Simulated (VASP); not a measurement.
# AlH (C2/m) in VASP: relaxation of cell and atoms with PBE

Aim: the relaxation of cell and atoms of AlH with PBE.

Everything below comes from runs of VASP 6.6.1. Logs are shortened: lines on timing, memory, paths and dates and some standing lists are left out, and cuts for length are marked.

## Step 1: The cell of the first run

Symmetry: C2/m, No. 12, monoclinic system. Conventional cell: a = 4.628 Å, b = 4.283 Å, c = 5.126 Å, α = 90.00°, β = 100.74°, γ = 90.00°. Al (site symmetry m) has 1 H at 1.64 Å within 2.2 Å. H (site symmetry m) has 1 H at 1.54 Å and 1 Al at 1.64 Å within 2.1 Å.

## Step 2: Relaxation of cell and atoms, PBE

File INCAR:

```
SYSTEM = AlH
PREC = Accurate ; ENCUT = 600
EDIFF = 1E-6 ; ISMEAR = 0
SIGMA = 0.1 ; LREAL = .False.
LASPH = .True. ; NELM = 80
ALGO = Normal ; ISIF = 3
LWAVE = .False. ; LCHARG = .False.
GGA = PE ; IBRION = 2
NSW = 90 ; EDIFFG = -0.04
```

File KPOINTS:

```
Automatic mesh
0
Gamma
  6 6 4
  0 0 0
```

File POSCAR:

```
AlH
1.0
    2.3140975252     -2.1416655274      0.0000000000
    2.3140975252      2.1416655274      0.0000000000
   -0.9556353274      0.0000000000      5.0364800586
Al H
2 2
Direct
    0.3408278314      0.3408278314      0.2500000000
    0.6591721686      0.6591721686      0.7500000000
    0.1666666667      0.1666666667      0.5000000000
    0.8333333333      0.8333333333      0.5000000000
```

Potentials or basis: VASP PAW PBE potentials, release 64 (Al, H).

Command:

```
$ cat potpaw_PBE.64/Al/POTCAR potpaw_PBE.64/H/POTCAR > POTCAR
$ mpirun -np 1 vasp_std > vasp.out
```

OUTCAR:

```text
SYSTEM = AlH
   PREC = Accurate
   ENCUT = 600
   EDIFF = 1E-6
   ISMEAR = 0
   LREAL = .False.
   LASPH = .True.
   NELM = 80
   ISIF = 3
   GGA = PE
   IBRION = 2
   NSW = 90
   EDIFFG = -0.04

 ion  position               nearest neighbor table
   1  0.341  0.341  0.250-   3 1.64   2 2.71   2 3.19   2 3.33   2 3.33
   2  0.659  0.659  0.750-   4 1.64   1 2.71   1 3.19   1 3.33   1 3.33
   3  0.167  0.167  0.500-   1 1.64
   4  0.833  0.833  0.500-   2 1.64

  LATTYP: Found a base centered monoclinic cell.
 ALAT       =     4.6281950504
 B/A-ratio  =     0.9254862875
 C/A-ratio  =     1.1076328395
 COS(beta)  =    -0.1864166586

  Lattice vectors:

 A1 = (   2.3140975252,  -2.1416655274,   0.0000000000)
 A2 = (   2.3140975252,   2.1416655274,   0.0000000000)
 A3 = (  -0.9556353274,   0.0000000000,   5.0364800586)

Analysis of symmetry for initial positions (statically):
=====================================================================
 Subroutine PRICEL returns:
 Original cell was already a primitive cell.

 Routine SETGRP: Setting up the symmetry group for a
 base centered monoclinic supercell.

 Subroutine GETGRP returns: Found  4 space group operations
 (whereof  4 operations were pure point group operations)
 out of a pool of  4 trial point group operations.

The static configuration has the point symmetry C_2h.

Analysis of symmetry for dynamics (positions and initial velocities):
=====================================================================
 Subroutine PRICEL returns:
 Original cell was already a primitive cell.

 Routine SETGRP: Setting up the symmetry group for a
 base centered monoclinic supercell.

 Subroutine GETGRP returns: Found  4 space group operations
 (whereof  4 operations were pure point group operations)
 out of a pool of  4 trial point group operations.

The dynamic configuration has the point symmetry C_2h.

 Subroutine INISYM returns: Found  4 space group operations
 (whereof  4 operations are pure point group operations),
 and found     1 'primitive' translations

----------------------------------------------------------------------------------------

                                     Primitive cell

  volume of cell :      49.9218

  direct lattice vectors                    reciprocal lattice vectors
     2.314097525 -2.141665527  0.000000000     0.216066952 -0.233463159  0.040997127
     2.314097525  2.141665527  0.000000000     0.216066952  0.233463159  0.040997127
    -0.955635327  0.000000000  5.036480059     0.000000000  0.000000000  0.198551367

  length of vectors
     3.153058608  3.153058608  5.126340826     0.320734686  0.320734686  0.198551367

  position of ions in fractional coordinates (direct lattice)
     0.340827831  0.340827831  0.250000000
     0.659172169  0.659172169  0.750000000
     0.166666667  0.166666667  0.500000000
     0.833333333  0.833333333  0.500000000

  ion indices of the primitive-cell ions
   primitive index   ion index
                 1           1
                 2           2
                 3           3
                 4           4

----------------------------------------------------------------------------------------

 KPOINTS: Automatic mesh

Automatic generation of k-mesh.
 Grid dimensions read from file:
 generate k-points for:    6    6    4

 Generating k-lattice:

  Cartesian coordinates                     Fractional coordinates (reciprocal lattice)
     0.036011159 -0.038910527  0.006832855     0.166666667  0.000000000  0.000000000
     0.036011159  0.038910527  0.006832855     0.000000000  0.166666667  0.000000000
     0.000000000  0.000000000  0.049637842     0.000000000  0.000000000  0.250000000

  Length of vectors
     0.053455781  0.053455781  0.049637842

  Shift w.r.t. Gamma in fractional coordinates (k-lattice)
     0.000000000  0.000000000  0.000000000

 Subroutine IBZKPT returns following result:
 ===========================================

 Found     47 irreducible k-points:

 Following reciprocal coordinates:
            Coordinates               Weight
  0.000000  0.000000  0.000000      1.000000
  0.166667 -0.000000  0.000000      4.000000
  0.333333 -0.000000 -0.000000      4.000000
  0.500000 -0.000000  0.000000      2.000000
  0.166667  0.166667  0.000000      2.000000
  0.333333  0.166667  0.000000      4.000000
[... 16 lines left out ...]
 -0.333333  0.166667  0.250000      4.000000
 -0.166667  0.166667  0.250000      4.000000
 [... further k-points ...]
   k-points           NKPTS =     47   k-points in BZ     NKDIM =     47   number of bands    NBANDS=      8
   number of dos      NEDOS =    301   number of ions     NIONS =      4
   total plane-waves  NPLWV =  32928
   dimension x,y,z NGX =    28 NGY =   28 NGZ =   42
   dimension x,y,z NGXF=    56 NGYF=   56 NGZF=   84
   ions per type =               2   2
   NGX,Y,Z   is equivalent  to a cutoff of  14.76, 14.76, 13.62 a.u.
   NGXF,Y,Z  is equivalent  to a cutoff of  29.53, 29.53, 27.24 a.u.
 SYSTEM =  AlH
   PREC   = accura    normal or accurate (medium, high low for compatibility)
   ISTART =      0    job   : 0-new  1-cont  2-samecut
   ICHARG =      2    charge: 1-file 2-atom 10-const
   ISPIN  =      1    spin polarized calculation?
   LNONCOLLINEAR =      F non collinear calculations
   LSORBIT =      F    spin-orbit coupling
   LASPH  =      T    aspherical Exc in radial PAW
   ENCUT  =  600.0 eV  44.10 Ry    6.64 a.u.   6.30  6.30 10.24*2*pi/ulx,y,z
   NELM   =     80;   NELMIN=  2; NELMDL= -5     # of ELM steps
   EDIFF  = 0.1E-05   stopping-criterion for ELM
   LREAL  =      F    real-space projection
   EDIFFG = -.4E-01   stopping-criterion for IOM
   NSW    =     90    number of steps for IOM
   IBRION =      2    ionic relax: 0-MD 1-quasi-New 2-CG
   NFREE  =      1    steps in history (QN), initial steepest desc. (CG)
   ISIF   =      3    stress and relaxation
   ISYM   =      2    0-nonsym 1-usesym 2-fastsym
   POTIM  = 0.5000    time-step for ionic-motion
   TEBEG  =    0.0;   TEEND  =   0.0 temperature during run
   PSTRESS=    0.0 pullay stress
   NELECT =       8.0000    total number of electrons
   NUPDOWN=      -1.0000    fix difference up-down
   EMIN   =  10.00;   EMAX   =-10.00  energy-range for DOS
   EFERMI =   0.00;   METHOD = LEGACY
   ISMEAR =     0;   SIGMA  =   0.10  broadening in eV -4-tet -1-fermi 0-gaus
   EFERMI_NEDOS =   21; number of points for ismear=-14 and -15
   IALGO  =     38    algorithm
   IMIX   =      4    mixing-type and parameters
     AMIX     =   0.40;   BMIX     =  1.00
     AMIX_MAG =   1.60;   BMIX_MAG =  1.00
  volume/ion in A,a.u.               =      12.48        84.22
  Fermi-wavevector in a.u.,A,eV,Ry     =   0.889218  1.680377 10.758233  0.790708
  Thomas-Fermi vector in A             =   2.010749
   LORBIT       =      0    0 simple, 1 ext, 2 COOP (PROOUT), +10 PAW based schemes
   GGA     = PE    functional components
   LHFCALC =     F    Hartree Fock is set to
   AEXX    =    0.0000 exact exchange contribution
   IVDW    =     0    specifies the selected vdW correction
   LEPSILON=     F    determine dielectric tensor
   LRPA    =     F    only Hartree local field effects (RPA)
 conjugate gradient relaxation of ions
 non-spin polarized calculation
 Gauss-broadening in eV      SIGMA  =   0.10
  energy-cutoff  :      600.00
  volume of cell :       49.92
 maximum number of plane-waves:      1687
 NGX is ok and might be reduce to    28
   NGX = 13   NGY = 13   NGZ = 21

--------------------------------------- Ionic step        1  -------------------------------------------

 number of electron       7.9999999 magnetization

 Free energy of the ion-electron system (eV)
  ---------------------------------------------------
  ext. energy  EPLUGINS =         0.00000000
  ---------------------------------------------------
  free energy    TOTEN  =       -11.88958161 eV

  energy without entropy =      -11.88011872  energy(sigma->0) =      -11.88485016

------------------------ aborting loop because EDIFF is reached ----------------------------------------

  FORCE on cell =-STRESS in cart. coord.  units (eV):
  Direction    XX          YY          ZZ          XY          YZ          ZX
  --------------------------------------------------------------------------------------
  -------------------------------------------------------------------------------------
  Total       -1.2183778     -1.6886927      0.5463141      0.0000000      0.0000000     -1.3399807
  in kB      -39.1022846    -54.1964431     17.5332569      0.0000000      0.0000000    -43.0049772
  external PRESSURE =     -25.2551569 kB  Pullay stress =       0.0000000 kB
[... 95 lines left out ...]
  FREE ENERGIE OF THE ION-ELECTRON SYSTEM (eV)
  ---------------------------------------------------
  free  energy   TOTEN  =       -12.3839658383 eV

  energy  without entropy=      -12.3785653125  energy(sigma->0) =      -12.38126558

 E-fermi :   6.9425     XC(G=0): -10.0873

 val. band max:        6.8838549802   @ k =  -0.1667   0.1667   0.2500
 cond. band min:       6.9771722082   @ k =   0.3333   0.3333   0.5000
 fundamental gap:      0.0933172280
 Fermi energy:         6.9425293483

 k-point     1 :       0.0000    0.0000    0.0000
  band No.  band energies     occupation
      1      -5.1324      2.00000
      2       0.7690      2.00000
      3       3.3939      2.00000
      4       6.7975      1.95970
      5      12.3064      0.00000
      6      12.8639      0.00000
      7      12.9546      0.00000
      8      14.5448      0.00000
[... 243 lines left out ...]
 k-point    24 :      -0.1667    0.1667    0.2500
  band No.  band energies     occupation
      1      -3.9124      2.00000
      2      -0.2561      2.00000
      3       4.8693      2.00000
      4       6.8839      1.59334
      5       9.2926      0.00000
      6       9.5552      0.00000
      7      12.6879      0.00000
      8      15.1271      0.00000

 [... further k-points ...]

[... ionic steps 4 to 32 ...]

--------------------------------------- Ionic step       33  -------------------------------------------

 number of electron       8.0000000 magnetization

------------------------ aborting loop because EDIFF is reached ----------------------------------------
[... 71 lines left out ...]
--------------------------------------- Ionic step       35  -------------------------------------------

 number of electron       8.0000000 magnetization

 Free energy of the ion-electron system (eV)
  ---------------------------------------------------
  ext. energy  EPLUGINS =         0.00000000
  ---------------------------------------------------
  free energy    TOTEN  =       -13.25746349 eV

  energy without entropy =      -13.25693165  energy(sigma->0) =      -13.25719757

 E-fermi :   5.8312     XC(G=0):  -9.5936

 val. band max:        5.7516955853   @ k =   0.5000   0.5000   0.0000
 cond. band min:       5.9633265783   @ k =  -0.3333  -0.3333   0.2500
 fundamental gap:      0.2116309930
 Fermi energy:         5.8311816123

 k-point     1 :       0.0000    0.0000    0.0000
  band No.  band energies     occupation
      1      -5.4323      2.00000
      2       0.6375      2.00000
      3       3.5439      2.00000
      4       4.7123      2.00000
      5       9.8779      0.00000
      6      10.2011      0.00000
      7      11.0921      0.00000
      8      12.4282      0.00000
[... 243 lines left out ...]
 k-point    24 :      -0.1667    0.1667    0.2500
  band No.  band energies     occupation
      1      -4.2192      2.00000
      2      -0.5056      2.00000
      3       2.8920      2.00000
      4       6.4344      0.00000
      5       7.2212      0.00000
      6       7.5494      0.00000
      7      10.6100      0.00000
      8      13.8524      0.00000

 [... further k-points ...]
[... 5 lines left out ...]
  --------------------------------------------------------------------------------------
  -------------------------------------------------------------------------------------
  Total       -0.1024937     -0.0430721     -0.0853736      0.0000000      0.0000000     -0.0004235
  in kB       -3.6531473     -1.5352033     -3.0429411      0.0000000      0.0000000     -0.0150955
  external PRESSURE =      -2.7437639 kB  Pullay stress =       0.0000000 kB
[... 19 lines left out ...]
  FREE ENERGIE OF THE ION-ELECTRON SYSTEM (eV)
  ---------------------------------------------------
  free  energy   TOTEN  =       -13.2574634902 eV

  energy  without entropy=      -13.2569316535  energy(sigma->0) =      -13.25719757

 reached required accuracy - stopping structural energy minimisation
```

Wall time 4 min (1 thread of Intel Xeon Platinum 8488C (Sapphire Rapids), shared host); peak memory 0.19 GiB.

Results:

```yaml
Free_energy: -13.2575 eV
Relaxed_volume: 11.24 Å³/atom
Relaxed_cell: a = 3.182 Å, b = 3.182 Å, c = 5.122 Å, α = 111.20°, β = 111.20°, γ = 86.38°
Space_group_after_relaxing_to_0.05_Å: C2/m (No. 12)
Energy_gained_by_relaxing: 342.0 meV/atom
Ionic_steps: 35
Pressure_after_relaxing: -0.3 GPa
Largest_force_after_relaxing: 0.039 eV/Å
Band_gap_on_the_k_mesh: zero (band 4 reaches 9.17 eV, above the bottom of band 5 at 4.16 eV)
```

Forces in eV/Å, atoms in the order of the input:
```
Al   0.010  0.000  0.037
Al  -0.010  0.000 -0.037
H   -0.003  0.000 -0.001
H    0.003  0.000  0.001
```

The path:
```csv
step,energy change (eV),largest force (eV/Å),pressure (GPa),volume (Å³)
1,0.0000,2.0042,-2.53,49.92
2,-0.3877,0.8586,-6.48,48.49
3,-0.4944,0.6488,-7.81,47.42
4,-0.7980,0.7789,-2.84,42.27
5,-0.8488,0.8215,1.66,39.87
6,-1.0180,0.7146,3.63,39.13
7,-1.0824,0.4021,8.02,38.20
8,-1.1958,0.1843,4.94,39.97
9,-1.2256,0.1449,3.19,41.45
10,-1.2642,0.1682,0.53,42.57
11,-1.2708,0.2627,-0.99,43.29
12,-1.2954,0.2552,-0.91,43.39
13,-1.3027,0.2570,-0.74,43.44
14,-1.3053,0.4345,-0.03,43.53
15,-1.3207,0.2825,0.10,43.60
16,-1.3268,0.2338,0.23,43.65
17,-1.3263,0.1852,0.45,43.72
18,-1.3285,0.2145,0.30,43.68
19,-1.3386,0.1685,0.36,43.79
20,-1.3519,0.0730,0.48,44.06
21,-1.3542,0.0734,0.05,44.35
22,-1.3548,0.0747,-0.31,44.61
23,-1.3562,0.0548,-0.11,44.54
24,-1.3569,0.1006,0.12,44.46
25,-1.3581,0.0580,0.08,44.48
26,-1.3586,0.1100,0.02,44.50
27,-1.3594,0.1101,0.03,44.52
28,-1.3614,0.1106,0.07,44.56
29,-1.3652,0.1076,0.21,44.63
30,-1.3543,0.0990,0.91,44.75
31,-1.3654,0.1102,0.32,44.66
32,-1.3667,0.0578,0.19,44.80
33,-1.3667,0.0483,0.16,44.82
34,-1.3676,0.0434,-0.06,44.89
35,-1.3679,0.0385,-0.27,44.95
```

Final structure:
```
CELL_PARAMETERS angstrom
2.29121 -2.17806 -0.36682
2.29121 2.17806 -0.36682
-1.80552 0.00000 4.79283
ATOMIC_POSITIONS crystal
Al 0.34890 0.34890 0.18855
Al 0.65110 0.65110 0.81145
H 0.25205 0.25205 0.49196
H 0.74795 0.74795 0.50804
```
